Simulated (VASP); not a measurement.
# AlP (l.bA) (F-43m) in VASP: further runs

Runs on AlP (l.bA). Level: LDA. Tasks: single point.

All numbers are computed with VASP 6.6.1; they aren't measurements. Logs are shortened: lines on timing, memory, paths and dates and some standing lists are left out, and cuts for length are marked.

## 1. The cell of the first run

It takes space group F-43m (No. 216, cubic). The conventional cell has a = 5.434 Å, b = 5.434 Å, c = 5.434 Å, α = 90.00°, β = 90.00°, γ = 90.00°. Within 3.1 Å of Al (site symmetry -43m) lie 4 P at 2.35 Å. P (site symmetry -43m) has 4 Al at 2.35 Å within 3.1 Å.

## 2. Single point, LDA

The input, INCAR:

```
PREC     = Accurate       # precision mode
ENCUT    = 500            # plane-wave cutoff, eV
EDIFF    = 1E-6           # SCF threshold, eV
ISMEAR   = 0              # smearing method
SIGMA    = 0.02           # smearing width, eV
LREAL    = False          # projectors in reciprocal space
LASPH    = True           # aspherical terms in the spheres
NELM     = 120            # most SCF steps
ALGO     = Normal         # electronic algorithm
ISIF     = 2              # what is computed and relaxed
LWAVE    = False          # write WAVECAR
LCHARG   = False          # write CHGCAR
NBANDS   = 11             # bands
GGA_COMPAT= False
```

The input, KPOINTS:

```
Automatic mesh
0
Gamma
  8 8 8
```

The input, POSCAR:

```
AlP
1.0
    0.0000000000      2.7168541446      2.7168541446
    2.7168541446      0.0000000000      2.7168541446
    2.7168541446      2.7168541446      0.0000000000
Al P
1 1
Direct
    0.0000000000      0.0000000000      0.0000000000
    0.2500000000      0.2500000000      0.2500000000
```

Potentials or basis: VASP PAW LDA potentials, release 64 (Al, P).

Started as:

```
cat potpaw_LDA.64/Al/POTCAR potpaw_LDA.64/P/POTCAR > POTCAR
mpirun -np 1 vasp_std > vasp.out
```

OUTCAR:

```text
PREC = Accurate
   ENCUT = 500
   EDIFF = 1E-6
   ISMEAR = 0
   LREAL = False
   LASPH = True
   NELM = 120
   ISIF = 2

 ion  position               nearest neighbor table
   1  0.000  0.000  0.000-   2 2.35   2 2.35   2 2.35   2 2.35
   2  0.250  0.250  0.250-   1 2.35   1 2.35   1 2.35   1 2.35

  LATTYP: Found a face centered cubic cell.
 ALAT       =     5.4337082892

  Lattice vectors:

 A1 = (   0.0000000000,   2.7168541446,   2.7168541446)
 A2 = (   2.7168541446,   0.0000000000,   2.7168541446)
 A3 = (   2.7168541446,   2.7168541446,   0.0000000000)

Analysis of symmetry for initial positions (statically):
=====================================================================
 Subroutine PRICEL returns:
 Original cell was already a primitive cell.

 Routine SETGRP: Setting up the symmetry group for a
 face centered cubic supercell.

 Subroutine GETGRP returns: Found 24 space group operations
 (whereof 24 operations were pure point group operations)
 out of a pool of 48 trial point group operations.

The static configuration has the point symmetry T_d .

Analysis of symmetry for dynamics (positions and initial velocities):
=====================================================================
 Subroutine PRICEL returns:
 Original cell was already a primitive cell.

 Routine SETGRP: Setting up the symmetry group for a
 face centered cubic supercell.

 Subroutine GETGRP returns: Found 24 space group operations
 (whereof 24 operations were pure point group operations)
 out of a pool of 48 trial point group operations.

The dynamic configuration has the point symmetry T_d .

 Subroutine INISYM returns: Found 24 space group operations
 (whereof 24 operations are pure point group operations),
 and found     1 'primitive' translations

----------------------------------------------------------------------------------------

                                     Primitive cell

  volume of cell :      40.1078

  direct lattice vectors                    reciprocal lattice vectors
     0.000000000  2.716854145  2.716854145    -0.184036379  0.184036379  0.184036379
     2.716854145  0.000000000  2.716854145     0.184036379 -0.184036379  0.184036379
     2.716854145  2.716854145  0.000000000     0.184036379  0.184036379 -0.184036379

  length of vectors
     3.842211978  3.842211978  3.842211978     0.318760359  0.318760359  0.318760359

  position of ions in fractional coordinates (direct lattice)
     0.000000000  0.000000000  0.000000000
     0.250000000  0.250000000  0.250000000

  ion indices of the primitive-cell ions
   primitive index   ion index
                 1           1
                 2           2

----------------------------------------------------------------------------------------

 KPOINTS: Automatic mesh

Automatic generation of k-mesh.
 Grid dimensions read from file:
 generate k-points for:    8    8    8

 Generating k-lattice:

  Cartesian coordinates                     Fractional coordinates (reciprocal lattice)
    -0.023004547  0.023004547  0.023004547     0.125000000  0.000000000  0.000000000
     0.023004547 -0.023004547  0.023004547     0.000000000  0.125000000  0.000000000
     0.023004547  0.023004547 -0.023004547     0.000000000  0.000000000  0.125000000

  Length of vectors
     0.039845045  0.039845045  0.039845045

  Shift w.r.t. Gamma in fractional coordinates (k-lattice)
     0.000000000  0.000000000  0.000000000

 Subroutine IBZKPT returns following result:
 ===========================================

 Found     29 irreducible k-points:

 Following reciprocal coordinates:
            Coordinates               Weight
  0.000000  0.000000  0.000000      1.000000
  0.125000  0.000000  0.000000      8.000000
  0.250000  0.000000  0.000000      8.000000
  0.375000  0.000000  0.000000      8.000000
  0.500000  0.000000  0.000000      4.000000
  0.125000  0.125000  0.000000      6.000000
[... 16 lines left out ...]
  0.500000  0.250000  0.125000     48.000000
 -0.375000  0.250000  0.125000     24.000000
 [... further k-points ...]
   k-points           NKPTS =     29   k-points in BZ     NKDIM =     29   number of bands    NBANDS=     11
   number of dos      NEDOS =    301   number of ions     NIONS =      2
   total plane-waves  NPLWV =  21952
   dimension x,y,z NGX =    28 NGY =   28 NGZ =   28
   dimension x,y,z NGXF=    56 NGYF=   56 NGZF=   56
   ions per type =               1   1
   NGX,Y,Z   is equivalent  to a cutoff of  12.12, 12.12, 12.12 a.u.
   NGXF,Y,Z  is equivalent  to a cutoff of  24.23, 24.23, 24.23 a.u.
 SYSTEM =  unknown system
   PREC   = accura    normal or accurate (medium, high low for compatibility)
   ISTART =      0    job   : 0-new  1-cont  2-samecut
   ICHARG =      2    charge: 1-file 2-atom 10-const
   ISPIN  =      1    spin polarized calculation?
   LNONCOLLINEAR =      F non collinear calculations
   LSORBIT =      F    spin-orbit coupling
   LASPH  =      T    aspherical Exc in radial PAW
   ENCUT  =  500.0 eV  36.75 Ry    6.06 a.u.   7.01  7.01  7.01*2*pi/ulx,y,z
   NELM   =    120;   NELMIN=  2; NELMDL= -5     # of ELM steps
   EDIFF  = 0.1E-05   stopping-criterion for ELM
   LREAL  =      F    real-space projection
   EDIFFG = 0.1E-04   stopping-criterion for IOM
   NSW    =      0    number of steps for IOM
   IBRION =     -1    ionic relax: 0-MD 1-quasi-New 2-CG
   NFREE  =      0    steps in history (QN), initial steepest desc. (CG)
   ISIF   =      2    stress and relaxation
   ISYM   =      2    0-nonsym 1-usesym 2-fastsym
   POTIM  = 0.5000    time-step for ionic-motion
   TEBEG  =    0.0;   TEEND  =   0.0 temperature during run
   PSTRESS=    0.0 pullay stress
   NELECT =       8.0000    total number of electrons
   NUPDOWN=      -1.0000    fix difference up-down
   EMIN   =  10.00;   EMAX   =-10.00  energy-range for DOS
   EFERMI =   0.00;   METHOD = LEGACY
   ISMEAR =     0;   SIGMA  =   0.02  broadening in eV -4-tet -1-fermi 0-gaus
   EFERMI_NEDOS =   21; number of points for ismear=-14 and -15
   IALGO  =     38    algorithm
   IMIX   =      4    mixing-type and parameters
     AMIX     =   0.40;   BMIX     =  1.00
     AMIX_MAG =   1.60;   BMIX_MAG =  1.00
  volume/ion in A,a.u.               =      20.05       135.33
  Fermi-wavevector in a.u.,A,eV,Ry     =   0.956522  1.807565 12.448449  0.914935
  Thomas-Fermi vector in A             =   2.085458
   LORBIT       =      0    0 simple, 1 ext, 2 COOP (PROOUT), +10 PAW based schemes
   GGA     = CA    functional components
   LHFCALC =     F    Hartree Fock is set to
   AEXX    =    0.0000 exact exchange contribution
   IVDW    =     0    specifies the selected vdW correction
   LEPSILON=     F    determine dielectric tensor
   LRPA    =     F    only Hartree local field effects (RPA)
 non-spin polarized calculation
 Gauss-broadening in eV      SIGMA  =   0.02
  energy-cutoff  :      500.00
  volume of cell :       40.11
 maximum number of plane-waves:      1036
   NGX = 13   NGY = 13   NGZ = 13

 number of electron       8.0000000 magnetization

 Free energy of the ion-electron system (eV)
  ---------------------------------------------------
  ext. energy  EPLUGINS =         0.00000000
  ---------------------------------------------------
  free energy    TOTEN  =       -11.41224619 eV

  energy without entropy =      -11.41224619  energy(sigma->0) =      -11.41224619

 E-fermi :   4.6899     XC(G=0):  -9.5040

 val. band max:        4.5844146101   @ k =   0.0000   0.0000   0.0000
 cond. band min:       5.9981159974   @ k =   0.5000   0.5000   0.0000
 fundamental gap:      1.4137013873
 Fermi energy:         4.6898543437

 k-point     1 :       0.0000    0.0000    0.0000
  band No.  band energies     occupation
      1      -7.0045      2.00000
      2       4.5844      2.00000
      3       4.5844      2.00000
      4       4.5844      2.00000
      5       7.8268      0.00000
      6       9.0768      0.00000
      7       9.0768      0.00000
      8       9.0768      0.00000
      9      13.4135      0.00000
     10      13.4135      0.00000
     11      14.6703      0.00000

 k-point     2 :       0.1250    0.0000    0.0000
  band No.  band energies     occupation
      1      -6.8283      2.00000
      2       3.3329      2.00000
      3       4.4323      2.00000
      4       4.4323      2.00000
      5       8.2305      0.00000
      6       9.3650      0.00000
      7       9.3650      0.00000
      8       9.6175      0.00000
      9      12.8964      0.00000
     10      12.8964      0.00000
     11      15.3166      0.00000

 k-point     3 :       0.2500    0.0000    0.0000
  band No.  band energies     occupation
      1      -6.3309      2.00000
      2       1.3482      2.00000
      3       4.1323      2.00000
      4       4.1323      2.00000
      5       7.8266      0.00000
      6       9.6687      0.00000
      7       9.6687      0.00000
      8      11.4588      0.00000
      9      12.8646      0.00000
     10      12.8646      0.00000
     11      14.7827      0.00000

 k-point     4 :       0.3750    0.0000    0.0000
  band No.  band energies     occupation
      1      -5.6575      2.00000
      2      -0.3281      2.00000
      3       3.8938      2.00000
      4       3.8938      2.00000
      5       7.4430      0.00000
      6       9.4675      0.00000
      7       9.4675      0.00000
      8      12.6248      0.00000
      9      14.2754      0.00000
     10      14.2754      0.00000
     11      15.0980      0.00000
[... 239 lines left out ...]
 k-point    22 :       0.3750    0.2500    0.1250
  band No.  band energies     occupation
      1      -5.9091      2.00000
      2       1.0320      2.00000
      3       2.6319      2.00000
      4       3.6475      2.00000
      5       8.3420      0.00000
      6       9.3496      0.00000
      7       9.9405      0.00000
      8      11.3494      0.00000
      9      12.8961      0.00000
     10      15.3565      0.00000
     11      17.4413      0.00000

 k-point    23 :       0.5000    0.2500    0.1250
  band No.  band energies     occupation
      1      -5.2905      2.00000
      2      -0.1073      2.00000
      3       2.0554      2.00000
      4       3.2520      2.00000
      5       8.4437      0.00000
      6       9.2936      0.00000
      7      10.5555      0.00000
      8      11.6410      0.00000
      9      14.0306      0.00000
     10      15.8596      0.00000
     11      17.3750      0.00000

 k-point    24 :      -0.3750    0.2500    0.1250
  band No.  band energies     occupation
      1      -4.9478      2.00000
      2      -0.6875      2.00000
      3       1.9206      2.00000
      4       3.0591      2.00000
      5       8.4429      0.00000
      6       9.0184      0.00000
      7      11.4317      0.00000
      8      12.2327      0.00000
      9      13.5231      0.00000
     10      15.9815      0.00000
     11      17.3196      0.00000

 [... further k-points ...]

------------------------ aborting loop because EDIFF is reached ----------------------------------------

  FORCE on cell =-STRESS in cart. coord.  units (eV):
  Direction    XX          YY          ZZ          XY          YZ          ZX
  --------------------------------------------------------------------------------------
  -------------------------------------------------------------------------------------
  Total        0.0158331      0.0158331      0.0158331      0.0000000      0.0000000     -0.0000000
  in kB        0.6324807      0.6324807      0.6324807      0.0000000      0.0000000     -0.0000000
  external PRESSURE =       0.6324807 kB  Pullay stress =       0.0000000 kB

 VOLUME and BASIS-vectors are now :
 -----------------------------------------------------------------------------
  energy-cutoff  :      500.00
  volume of cell :       40.11
      direct lattice vectors                 reciprocal lattice vectors
     0.000000000  2.716854145  2.716854145    -0.184036379  0.184036379  0.184036379
     2.716854145  0.000000000  2.716854145     0.184036379 -0.184036379  0.184036379
     2.716854145  2.716854145  0.000000000     0.184036379  0.184036379 -0.184036379

 POSITION                                       TOTAL-FORCE (eV/Angst)
 -----------------------------------------------------------------------------------
      0.00000      0.00000      0.00000        -0.000000     -0.000000     -0.000000
      1.35843      1.35843      1.35843         0.000000      0.000000      0.000000
 -----------------------------------------------------------------------------------
    total drift:                               -0.000000     -0.000000     -0.000000

  FREE ENERGIE OF THE ION-ELECTRON SYSTEM (eV)
  ---------------------------------------------------
  free  energy   TOTEN  =       -11.4122461915 eV

  energy  without entropy=      -11.4122461915  energy(sigma->0) =      -11.41224619
```

It took 8.9 s on 1 thread of AMD EPYC 7R43 (Zen 3), shared host; peak memory 0.1 GiB.

What came out:

- Free energy: -11.4122 eV
- Pressure: 0.1 GPa
- Band gap on the k mesh: 1.41 eV, indirect (least direct gap 3.24 eV)

Levels at points of the mesh, in eV from the valence-band top:
```tsv
k point	band 1	band 2	band 3	band 4	band 5	band 6	band 7	band 8
(0.00, 0.00, 0.00)	-11.59	0.00	0.00	0.00	3.24	4.49	4.49	4.49
(0.50, 0.00, 0.00)	-9.86	-5.65	-0.78	-0.78	2.72	4.74	4.74	8.11
(0.50, 0.50, 0.00)	-9.17	-5.40	-2.15	-2.15	1.41	2.33	11.01	11.01
```

A k mesh can miss the band edges. Expect the measured gap to be larger: semilocal functionals such as LDA lack the derivative discontinuity.

## 3. Single point, LDA

The input, INCAR:

```
  PREC = Accurate
  ENCUT = 500
  EDIFF = 1E-6
  ISMEAR = 0
  SIGMA = 0.02
  LREAL = F
  LASPH = T
  NELM = 120
  ALGO = Normal
  ISIF = 2
  LWAVE = F
  LCHARG = F
  GGA = CA
  NBANDS = 11
  GGA_COMPAT = F
```

The input, KPOINTS:

```
Automatic mesh
0
Gamma
  10 10 10
```

POSCAR is that of step 2.

Potentials or basis: VASP PAW LDA potentials, release 64 (Al, P).

Started as:

```
cat potpaw_LDA.64/Al/POTCAR potpaw_LDA.64/P/POTCAR > POTCAR
mpirun -np 1 vasp_std > vasp.out
```

Wall time 13 s (1 thread of AMD EPYC 7R43 (Zen 3), shared host); peak memory 0.1 GiB.

The run converged. Its results:

* Free energy: -11.4132 eV
* Pressure: 0.1 GPa
* Band gap on the k mesh: 1.41 eV, indirect (least direct gap 3.24 eV)

Levels at points of the mesh, in eV from the valence-band top:
| k point | band 1 | band 2 | band 3 | band 4 | band 5 | band 6 | band 7 | band 8 |
| --- | --- | --- | --- | --- | --- | --- | --- | --- |
| (0.00, 0.00, 0.00) | -11.59 | 0.00 | 0.00 | 0.00 | 3.24 | 4.49 | 4.49 | 4.49 |
| (0.50, 0.00, 0.00) | -9.86 | -5.65 | -0.78 | -0.78 | 2.72 | 4.74 | 4.74 | 8.11 |
| (0.50, 0.50, 0.00) | -9.17 | -5.40 | -2.15 | -2.15 | 1.41 | 2.33 | 11.01 | 11.01 |

A k mesh can miss the band edges.
